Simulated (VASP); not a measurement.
# Be2Ru in VASP: further runs, part 2 of 2

VASP 6.6.1.

### 4 Single point, PBE

This run uses another cell than the first one.

File INCAR:

```
ALGO = Normal
DIPOL = 0.5 0.5 0.297
EDIFF = 1E-6
ENCUT = 520
GGA = PE
GGA_COMPAT = F
IDIPOL = 3
ISIF = 2
ISMEAR = 0
LASPH = T
LCHARG = F
LDIPOL = T
LREAL = F
LWAVE = F
NBANDS = 16
NELM = 120
NELMDL = -8
PREC = Accurate
SIGMA = 0.1
```

File KPOINTS:

```
k-points
0
Gamma
  6 6 1
```

File POSCAR:

```
Be2Ru
1.0
    2.6340685456      0.0000000000      0.0000000000
   -1.3170342728      2.2811702758      0.0000000000
    0.0000000000      0.0000000000     28.6400462000
Be Ru
2 1
Direct
    0.3333333333      0.6666666667      0.3586215913
    0.6666666667      0.3333333333      0.2349528701
    0.0000000000      0.0000000000      0.2967872307
```

Potentials or basis: VASP PAW PBE potentials, release 64 (Be, Ru_pv).

The run is started by

```bash
cat potpaw_PBE.64/Be/POTCAR potpaw_PBE.64/Ru_pv/POTCAR > POTCAR
mpirun -np 1 vasp_std > vasp.out
```

OUTCAR:

```text
EDIFF = 1E-6
   ENCUT = 520
   GGA = PE
   ISIF = 2
   ISMEAR = 0
   LASPH = T
   LREAL = F
   NELM = 120
   NELMDL = -8
   PREC = Accurate

 ion  position               nearest neighbor table
   1  0.333  0.667  0.359-   3 2.33   3 2.33   3 2.33
   2  0.667  0.333  0.235-   3 2.33   3 2.33   3 2.33
   3  0.000  0.000  0.297-   2 2.33   1 2.33   2 2.33   1 2.33   2 2.33   1 2.33

  LATTYP: Found a hexagonal cell.
 ALAT       =     2.6340685456
 C/A-ratio  =    10.8729312484

  Lattice vectors:

 A1 = (   2.6340685456,   0.0000000000,   0.0000000000)
 A2 = (  -1.3170342728,   2.2811702758,   0.0000000000)
 A3 = (   0.0000000000,   0.0000000000,  28.6400462000)

Analysis of symmetry for initial positions (statically):
=====================================================================
 Subroutine PRICEL returns:
 Original cell was already a primitive cell.

 Routine SETGRP: Setting up the symmetry group for a
 hexagonal supercell.

 Subroutine GETGRP returns: Found 12 space group operations
 (whereof  6 operations were pure point group operations)
 out of a pool of 24 trial point group operations.

The static configuration has the point symmetry C_3v.
 The point group associated with its full space group is D_3d.

Analysis of symmetry for dynamics (positions and initial velocities):
=====================================================================
 Subroutine PRICEL returns:
 Original cell was already a primitive cell.

 Routine SETGRP: Setting up the symmetry group for a
 hexagonal supercell.

 Subroutine GETGRP returns: Found 12 space group operations
 (whereof  6 operations were pure point group operations)
 out of a pool of 24 trial point group operations.

The dynamic configuration has the point symmetry C_3v.
 The point group associated with its full space group is D_3d.

 Subroutine INISYM returns: Found 12 space group operations
 (whereof  6 operations are pure point group operations),
 and found     1 'primitive' translations

----------------------------------------------------------------------------------------

                                     Primitive cell

  volume of cell :     172.0911

  direct lattice vectors                    reciprocal lattice vectors
     2.634068546  0.000000000  0.000000000     0.379640842  0.219185742  0.000000000
    -1.317034273  2.281170276  0.000000000     0.000000000  0.438371484  0.000000000
     0.000000000  0.000000000 28.640046200     0.000000000  0.000000000  0.034916145

  length of vectors
     2.634068546  2.634068546 28.640046200     0.438371484  0.438371484  0.034916145

  position of ions in fractional coordinates (direct lattice)
     0.333333333  0.666666667  0.358621591
     0.666666667  0.333333333  0.234952870
     0.000000000  0.000000000  0.296787231

  ion indices of the primitive-cell ions
   primitive index   ion index
                 1           1
                 2           2
                 3           3

[... 30 lines left out ...]
  0.333333  0.000000  0.000000      6.000000
  0.500000  0.000000  0.000000      3.000000
  0.166667  0.166667  0.000000      6.000000
  0.333333  0.166667  0.000000     12.000000
  0.333333  0.333333  0.000000      2.000000
   k-points           NKPTS =      7   k-points in BZ     NKDIM =      7   number of bands    NBANDS=     16
   number of dos      NEDOS =    301   number of ions     NIONS =      3
   total plane-waves  NPLWV =  86400
   dimension x,y,z NGX =    20 NGY =   20 NGZ =  216
   dimension x,y,z NGXF=    40 NGYF=   40 NGZF=  432
   ions per type =               2   1
   NGX,Y,Z   is equivalent  to a cutoff of  12.62, 12.62, 12.54 a.u.
   NGXF,Y,Z  is equivalent  to a cutoff of  25.25, 25.25, 25.08 a.u.
 SYSTEM =  unknown system
   PREC   = accura    normal or accurate (medium, high low for compatibility)
   ISTART =      0    job   : 0-new  1-cont  2-samecut
   ICHARG =      2    charge: 1-file 2-atom 10-const
   ISPIN  =      1    spin polarized calculation?
   LNONCOLLINEAR =      F non collinear calculations
   LSORBIT =      F    spin-orbit coupling
   LASPH  =      T    aspherical Exc in radial PAW
   ENCUT  =  520.0 eV  38.22 Ry    6.18 a.u.   4.90  4.90 53.25*2*pi/ulx,y,z
   NELM   =    120;   NELMIN=  2; NELMDL= -8     # of ELM steps
   EDIFF  = 0.1E-05   stopping-criterion for ELM
   LREAL  =      F    real-space projection
   EDIFFG = 0.1E-04   stopping-criterion for IOM
   NSW    =      0    number of steps for IOM
   IBRION =     -1    ionic relax: 0-MD 1-quasi-New 2-CG
   NFREE  =      0    steps in history (QN), initial steepest desc. (CG)
   ISIF   =      2    stress and relaxation
   ISYM   =      2    0-nonsym 1-usesym 2-fastsym
   POTIM  = 0.5000    time-step for ionic-motion
   TEBEG  =    0.0;   TEEND  =   0.0 temperature during run
   PSTRESS=    0.0 pullay stress
   NELECT =      18.0000    total number of electrons
   NUPDOWN=      -1.0000    fix difference up-down
   EMIN   =  10.00;   EMAX   =-10.00  energy-range for DOS
   EFERMI =   0.00;   METHOD = LEGACY
   ISMEAR =     0;   SIGMA  =   0.10  broadening in eV -4-tet -1-fermi 0-gaus
   EFERMI_NEDOS =   21; number of points for ismear=-14 and -15
   IALGO  =     38    algorithm
   IMIX   =      4    mixing-type and parameters
     AMIX     =   0.40;   BMIX     =  1.00
     AMIX_MAG =   1.60;   BMIX_MAG =  1.00
  volume/ion in A,a.u.               =      57.36       387.11
  Fermi-wavevector in a.u.,A,eV,Ry     =   0.771341  1.457622  8.095007  0.594966
  Thomas-Fermi vector in A             =   1.872738
   LORBIT       =      0    0 simple, 1 ext, 2 COOP (PROOUT), +10 PAW based schemes
   GGA     = PE    functional components
   LHFCALC =     F    Hartree Fock is set to
   AEXX    =    0.0000 exact exchange contribution
   IVDW    =     0    specifies the selected vdW correction
   LEPSILON=     F    determine dielectric tensor
   LRPA    =     F    only Hartree local field effects (RPA)
 non-spin polarized calculation
 Gauss-broadening in eV      SIGMA  =   0.10
  energy-cutoff  :      520.00
  volume of cell :      172.09
 maximum number of plane-waves:      4713
 NGX is ok and might be reduce to    20
   NGX =  9   NGY =  9   NGZ =107

 dipolmoment           0.000000      0.000000     -0.000004 electrons x Angstroem

 number of electron      18.0000004 magnetization

 dipolmoment           0.000000      0.000000      0.000001 electrons x Angstroem

 Free energy of the ion-electron system (eV)
  ---------------------------------------------------
  ext. energy  EPLUGINS =         0.00000000
  ---------------------------------------------------
  free energy    TOTEN  =       -15.22192974 eV

  energy without entropy =      -15.20240938  energy(sigma->0) =      -15.21216956

 E-fermi :  -2.2035     XC(G=0):  -2.9101

 val. band max:       -2.2673239266   @ k =   0.3333   0.1667   0.0000
 cond. band min:      -2.1391118505   @ k =   0.1667   0.0000   0.0000
 fundamental gap:      0.1282120761
 Fermi energy:        -2.2035367268

 k-point     1 :       0.0000    0.0000    0.0000
  band No.  band energies     occupation
      1     -44.7226      2.00000
      2     -44.4573      2.00000
      3     -44.4573      2.00000
      4     -10.2571      2.00000
      5      -7.7048      2.00000
      6      -7.1578      2.00000
[... 110 lines left out ...]
      3     -44.5468      2.00000
      4      -6.1490      2.00000
      5      -6.1490      2.00000
      6      -5.3160      2.00000
[... 8 lines left out ...]
     15       5.6699      0.00000
     16       5.6699      0.00000

------------------------ aborting loop because EDIFF is reached ----------------------------------------

 vacuum level on the upper side and lower side of the slab       (xc-potential included)        -0.010        -0.010

  FORCE on cell =-STRESS in cart. coord.  units (eV):
  Direction    XX          YY          ZZ          XY          YZ          ZX
  --------------------------------------------------------------------------------------
  -------------------------------------------------------------------------------------
  Total       -0.8691791     -0.8691791      1.3491299      0.0000000     -0.0000000      0.0000000
  in kB       -8.0921026     -8.0921026     12.5604688      0.0000000     -0.0000000      0.0000000
  external PRESSURE =      -1.2079122 kB  Pullay stress =       0.0000000 kB

 VOLUME and BASIS-vectors are now :
 -----------------------------------------------------------------------------
  energy-cutoff  :      520.00
  volume of cell :      172.09
      direct lattice vectors                 reciprocal lattice vectors
     2.634068546  0.000000000  0.000000000     0.379640842  0.219185742  0.000000000
    -1.317034273  2.281170276  0.000000000     0.000000000  0.438371484  0.000000000
     0.000000000  0.000000000 28.640046200     0.000000000  0.000000000  0.034916145

 POSITION                                       TOTAL-FORCE (eV/Angst)
 -----------------------------------------------------------------------------------
     -0.00000      1.52078     10.27094        -0.000000      0.000000      0.384425
      1.31703      0.76039      6.72906         0.000000     -0.000000     -0.384425
      0.00000      0.00000      8.50000        -0.000000     -0.000000     -0.000000
 -----------------------------------------------------------------------------------
    total drift:                               -0.000000     -0.000000     -0.000122

  FREE ENERGIE OF THE ION-ELECTRON SYSTEM (eV)
  ---------------------------------------------------
  free  energy   TOTEN  =       -15.2219297365 eV

  energy  without entropy=      -15.2024093795  energy(sigma->0) =      -15.21216956

 vacuum level on the upper side and lower side of the slab         2.507         2.507
```

Run time: 82 s. Hardware: 1 thread of Intel Xeon 8259CL, shared host; peak memory 0.27 GiB.

Results:

| Property | Result |
| --- | --- |
| Free energy | -15.2219 eV |
| Largest force | 0.384 eV/Å |
| Band gap on the k mesh | zero (bands 9 and 10 overlap by 1.62 eV) |

Forces on the atoms (eV/Å):
```
Be   0.000  0.000  0.384
Be   0.000  0.000 -0.384
Ru   0.000  0.000  0.000
```

Levels at points of the mesh, in eV from the Fermi level:
```csv
k point,band 5,band 6,band 7,band 8,band 9,band 10,band 11,band 12,band 13,band 14
"(0.00, 0.00, 0.00)",-5.50,-4.95,-2.25,-2.25,-0.96,0.09,0.38,0.38,4.33,4.44
"(0.50, 0.00, 0.00)",-5.26,-2.95,-1.48,-0.80,0.22,2.24,2.81,3.63,3.86,8.40
```

Caveat: the k points lie up to 0.46 Å⁻¹ apart, too coarse for converged energies and pressures of a metal.
